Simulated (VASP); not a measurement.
# BP (P6_3/mmc) in VASP: relaxation of cell and atoms with r2SCAN

Aim: the relaxation of cell and atoms of BP with r2SCAN.

Everything below comes from runs of VASP 6.6.1. Logs are shortened: lines on timing, memory, paths and dates and some standing lists are left out, and cuts for length are marked.

### Step 1. The cell of the first run

Symmetry: P6_3/mmc, No. 194, hexagonal system. Conventional cell: a = 3.066 Å, b = 3.066 Å, c = 5.078 Å, α = 90.00°, β = 90.00°, γ = 120.00°. B (site symmetry -3m) has 6 P at 2.18 Å and 2 B at 2.54 Å within 2.9 Å. Within 2.9 Å of P (site symmetry -6m2) lie 6 B at 2.18 Å.

### Step 2. Relaxation of cell and atoms, r2SCAN

The input, POSCAR:

```
BP
1.0
    3.0663174984      0.0000000000      0.0000000000
   -1.5331587492      2.6555088497      0.0000000000
    0.0000000000      0.0000000000      5.0775047633
B P
2 2
Direct
    0.0000000000      0.0000000000      0.0000000000
    0.0000000000      0.0000000000      0.5000000000
    0.3333333333      0.6666666667      0.2500000000
    0.6666666667      0.3333333333      0.7500000000
```

The input, INCAR.step1:

```
PREC = Accurate
ENCUT = 600
ISMEAR = -1
SIGMA = 0.02
LREAL = False
LASPH = True
NELM = 60
GGA = PE
ALGO = Normal
EDIFF = 1E-4
LWAVE = True
LCHARG = False
```

The input, INCAR.step2:

```
PREC = Accurate
ENCUT = 600
EDIFF = 1E-6
ISMEAR = -1
SIGMA = 0.02
LREAL = False
LASPH = True
NELM = 60
ALGO = Normal
ISIF = 3
LWAVE = False
LCHARG = False
METAGGA = R2SCAN
LMIXTAU = True
IBRION = 2
NSW = 80
EDIFFG = -0.005
ISTART = 1
```

The input, KPOINTS:

```
Automatic mesh
0
Gamma
  12 12 4
```

Potentials or basis: VASP PAW PBE potentials, release 64 (B, P).

Started as:

```sh
> cat potpaw_PBE.64/B/POTCAR potpaw_PBE.64/P/POTCAR > POTCAR
> cp INCAR.step1 INCAR
> mpirun -np 1 vasp_std > vasp.out
> cp INCAR.step2 INCAR
> mpirun -np 1 vasp_std > vasp.out
```

OUTCAR:

```text
PREC = Accurate
   ENCUT = 600
   EDIFF = 1E-6
   ISMEAR = -1
   LREAL = False
   LASPH = True
   NELM = 60
   ISIF = 3
   METAGGA = R2SCAN
   IBRION = 2
   NSW = 80
   EDIFFG = -0.005
   ISTART = 1

 ion  position               nearest neighbor table
   1  0.000  0.000  0.000-   3 2.18   4 2.18   4 2.18   3 2.18   4 2.18   3 2.18
   2  0.000  0.000  0.500-   3 2.18   4 2.18   4 2.18   3 2.18   4 2.18   3 2.18
   3  0.333  0.667  0.250-   1 2.18   2 2.18   1 2.18   2 2.18   1 2.18   2 2.18
   4  0.667  0.333  0.750-   1 2.18   2 2.18   1 2.18   2 2.18   1 2.18   2 2.18

  LATTYP: Found a hexagonal cell.
 ALAT       =     3.0663174984
 C/A-ratio  =     1.6558966141

  Lattice vectors:

 A1 = (   3.0663174984,   0.0000000000,   0.0000000000)
 A2 = (  -1.5331587492,   2.6555088497,   0.0000000000)
 A3 = (   0.0000000000,   0.0000000000,   5.0775047633)

Analysis of symmetry for initial positions (statically):
=====================================================================
 Subroutine PRICEL returns:
 Original cell was already a primitive cell.

 Routine SETGRP: Setting up the symmetry group for a
 hexagonal supercell.

 Subroutine GETGRP returns: Found 24 space group operations
 (whereof 12 operations were pure point group operations)
 out of a pool of 24 trial point group operations.

The static configuration has the point symmetry D_3d.
 The point group associated with its full space group is D_6h.

Analysis of symmetry for dynamics (positions and initial velocities):
=====================================================================
 Subroutine PRICEL returns:
 Original cell was already a primitive cell.

 Routine SETGRP: Setting up the symmetry group for a
 hexagonal supercell.

 Subroutine GETGRP returns: Found 24 space group operations
 (whereof 12 operations were pure point group operations)
 out of a pool of 24 trial point group operations.

The dynamic configuration has the point symmetry D_3d.
 The point group associated with its full space group is D_6h.

 Subroutine INISYM returns: Found 24 space group operations
 (whereof 12 operations are pure point group operations),
 and found     1 'primitive' translations

----------------------------------------------------------------------------------------

                                     Primitive cell

  volume of cell :      41.3443

  direct lattice vectors                    reciprocal lattice vectors
     3.066317498  0.000000000  0.000000000     0.326124089  0.188287830  0.000000000
    -1.533158749  2.655508850  0.000000000     0.000000000  0.376575661  0.000000000
[... 106 lines left out ...]
   IALGO  =     38    algorithm
   IMIX   =      4    mixing-type and parameters
     AMIX     =   0.40;   BMIX     =  1.00
     AMIX_MAG =   1.60;   BMIX_MAG =  1.00
  volume/ion in A,a.u.               =      10.34        69.75
  Fermi-wavevector in a.u.,A,eV,Ry     =   1.193007  2.254457 19.364714  1.423266
  Thomas-Fermi vector in A             =   2.329032
   LORBIT       =      0    0 simple, 1 ext, 2 COOP (PROOUT), +10 PAW based schemes
   METAGGA = R2SCAN    functional components
   LHFCALC =     F    Hartree Fock is set to
   AEXX    =    0.0000 exact exchange contribution
   IVDW    =     0    specifies the selected vdW correction
   LEPSILON=     F    determine dielectric tensor
   LRPA    =     F    only Hartree local field effects (RPA)
 conjugate gradient relaxation of ions
 non-spin polarized calculation
  energy-cutoff  :      600.00
  volume of cell :       41.34
 maximum number of plane-waves:      1404
   NGX = 13   NGY = 13   NGZ = 21

--------------------------------------- Ionic step        1  -------------------------------------------

 number of electron      16.0000000 magnetization

 Free energy of the ion-electron system (eV)
  ---------------------------------------------------
  ext. energy  EPLUGINS =         0.00000000
  ---------------------------------------------------
  free energy    TOTEN  =       -29.19211616 eV

  energy without entropy =      -29.18978043  energy(sigma->0) =      -29.19094829

------------------------ aborting loop because EDIFF is reached ----------------------------------------

  FORCE on cell =-STRESS in cart. coord.  units (eV):
  Direction    XX          YY          ZZ          XY          YZ          ZX
  --------------------------------------------------------------------------------------
  -------------------------------------------------------------------------------------
  Total        0.0175010      0.0175010     -0.8149470     -0.0000000      0.0000000      0.0000000
  in kB        0.6781996      0.6781996    -31.5809163     -0.0000000      0.0000000      0.0000000
  external PRESSURE =     -10.0748390 kB  Pullay stress =       0.0000000 kB
[... 291 lines left out ...]
--------------------------------------- Ionic step        9  -------------------------------------------

 number of electron      15.9999999 magnetization

 Free energy of the ion-electron system (eV)
  ---------------------------------------------------
  ext. energy  EPLUGINS =         0.00000000
  ---------------------------------------------------
  free energy    TOTEN  =       -29.19866306 eV

  energy without entropy =      -29.19749627  energy(sigma->0) =      -29.19807967

 E-fermi :   9.6985     XC(G=0): -12.5622

 val. band max:        9.6923804319   @ k =   0.1667   0.0000   0.2500
 cond. band min:       9.7321654539   @ k =   0.3333   0.0833   0.0000
 fundamental gap:      0.0397850220
 Fermi energy:         9.6985081158

 k-point     1 :       0.0000    0.0000    0.0000
  band No.  band energies     occupation
      1      -8.2135      2.00000
      2      -3.5796      2.00000
      3      -1.5719      2.00000
      4       8.2334      2.00000
      5       8.2334      2.00000
      6      10.2189      0.00000
      7      10.6084      0.00000
      8      10.6084      0.00000
      9      12.7220      0.00000
     10      12.7220      0.00000
     11      14.4653      0.00000
     12      14.5058      0.00000
[... 331 lines left out ...]
 k-point    24 :       0.3333    0.0000    0.2500
  band No.  band energies     occupation
      1      -5.7151      2.00000
      2      -3.1427      2.00000
      3       0.8720      2.00000
      4       2.7672      2.00000
      5       3.5571      2.00000
      6       5.7856      2.00000
      7       7.9459      2.00000
      8       8.5169      2.00000
      9      10.0488      0.00000
     10      12.0909      0.00000
     11      12.9111      0.00000
     12      13.6412      0.00000

 [... further k-points ...]
[... 5 lines left out ...]
  --------------------------------------------------------------------------------------
  -------------------------------------------------------------------------------------
  Total        0.0010558      0.0010558     -0.0060498      0.0000000      0.0000000     -0.0000000
  in kB        0.0411763      0.0411763     -0.2359328      0.0000000      0.0000000     -0.0000000
  external PRESSURE =      -0.0511934 kB  Pullay stress =       0.0000000 kB
[... 19 lines left out ...]
  FREE ENERGIE OF THE ION-ELECTRON SYSTEM (eV)
  ---------------------------------------------------
  free  energy   TOTEN  =       -29.1986630575 eV

  energy  without entropy=      -29.1974962729  energy(sigma->0) =      -29.19807967

 reached required accuracy - stopping structural energy minimisation
```

It took 5.3 min on 1 thread of Intel Xeon Platinum 8488C (Sapphire Rapids), shared host; peak memory 0.18 GiB.

Results:

```
Free energy                           : -29.1987 eV
Relaxed volume                        : 10.27 Å³/atom
Relaxed cell                          : a = 3.078 Å, b = 3.078 Å, c = 5.009 Å, α = 90.00°, β = 90.00°, γ = 120.00°
Space group after relaxing (to 0.1 Å) : P6_3/mmc (No. 194)
Energy gained by relaxing             : 1.6 meV/atom
Ionic steps                           : 9
Pressure after relaxing               : 0.0 GPa
Band gap on the k mesh                : zero (bands 8 and 9 overlap by 6.27 eV)
```

Step by step:
| step | energy change (eV) | largest force (eV/Å) | pressure (GPa) | volume (Å³) |
| --- | --- | --- | --- | --- |
| 1 | 0.0000 | 0.0000 | -1.01 | 41.34 |
| 2 | -0.0049 | 0.0000 | 0.48 | 40.96 |
| 3 | -0.0032 | 0.0000 | 2.03 | 40.58 |
| 4 | -0.0053 | 0.0000 | 0.85 | 40.86 |
| 5 | -0.0053 | 0.0000 | 1.00 | 40.82 |
| 6 | -0.0058 | 0.0000 | 0.17 | 41.05 |
| 7 | -0.0063 | 0.0000 | 0.49 | 40.95 |
| 8 | -0.0065 | 0.0000 | -0.17 | 41.13 |
| 9 | -0.0065 | 0.0000 | -0.01 | 41.08 |

Final structure:
```
CELL_PARAMETERS angstrom
3.07755 0.00000 0.00000
-1.53878 2.66524 0.00000
0.00000 0.00000 5.00866
ATOMIC_POSITIONS crystal
B 0.00000 0.00000 0.00000
B 0.00000 0.00000 0.50000
P 0.33333 0.66667 0.25000
P 0.66667 0.33333 0.75000
```

Levels at points of the mesh, in eV from the Fermi level:
| k point | band 6 | band 7 | band 8 | band 9 | band 10 | band 11 |
| --- | --- | --- | --- | --- | --- | --- |
| (0.00, 0.00, 0.00) | 0.52 | 0.91 | 0.91 | 3.02 | 3.02 | 4.77 |
| (0.50, 0.00, 0.00) | -6.33 | -4.76 | 0.58 | 0.90 | 1.04 | 2.92 |
| (0.00, 0.00, 0.50) | -0.39 | -0.39 | -0.39 | 3.72 | 3.72 | 3.72 |
| (0.50, 0.00, 0.50) | -3.37 | -2.25 | -2.25 | -0.33 | -0.33 | 3.14 |

Caveat: the PAW data sets were made with another functional, which shifts forces and pressure a little.
